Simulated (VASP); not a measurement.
The system is CaZr3N2.

```
Ca Zr N
1.0
     3.43185    0.00000    0.00000
     0.00000    3.43185    0.00000
     0.00000    0.00000    7.52136
Ca Zr N
1 3 2
Direct
  0.00000 0.00000 0.00000
  0.50000 0.50000 0.00000
  0.00000 0.50000 0.38200
  0.50000 0.00000 0.61800
  0.00000 0.50000 0.73400
  0.50000 0.00000 0.26600
```

```yaml
Program: VASP 6.6.1
Task: relaxation of cell and atoms
Functional: PBE
Potentials_or_basis: VASP PAW PBE potentials, release 64 (Ca_sv, Zr_sv, N)
Cutoff: 600 eV
k_mesh: 6 × 6 × 2
Occupations: gaussian, width 0.1 eV
Spin: no spin polarisation
```

At the start: pressure 2.0 GPa; volume 14.76 Å³/atom.

Task: Where does the relaxation end?

Result: Over 13 steps the energy falls by 129.1 meV/atom and the volume is 15.00 Å³/atom (+1.6 %); space group P-4m2 (No. 115, to 0.05 Å).

Step by step:
```tsv
step	energy change (eV)	largest force (eV/Å)	pressure (GPa)	volume (Å³)
1	0.0000	2.3366	2.05	88.58
2	-0.7527	0.3512	-1.02	90.62
3	-0.7551	0.1815	-1.03	90.52
4	-0.7608	0.1335	0.81	89.30
5	-0.7612	0.1324	0.49	89.52
6	-0.7644	0.1296	0.28	89.71
7	-0.7648	0.2521	-0.10	90.13
8	-0.7658	0.1407	0.03	89.94
9	-0.7689	0.0982	-0.17	90.14
10	-0.7710	0.0462	-0.52	90.50
11	-0.7732	0.0422	-0.01	90.12
12	-0.7736	0.0388	0.32	89.89
13	-0.7748	0.0073	0.05	90.03
```

Final structure:
```
Ca Zr N
1.0
     3.58607    0.00000    0.00000
     0.00000    3.58607    0.00000
     0.00000    0.00000    7.00048
Ca Zr N
1 3 2
Direct
  0.00000 0.00000 0.00000
  0.50000 0.50000 0.00000
  0.00000 0.50000 0.37040
  0.50000 0.00000 0.62960
  0.00000 0.50000 0.71699
  0.50000 0.00000 0.28301
```

Caveat: the k points lie up to 0.45 Å⁻¹ apart in the final cell.
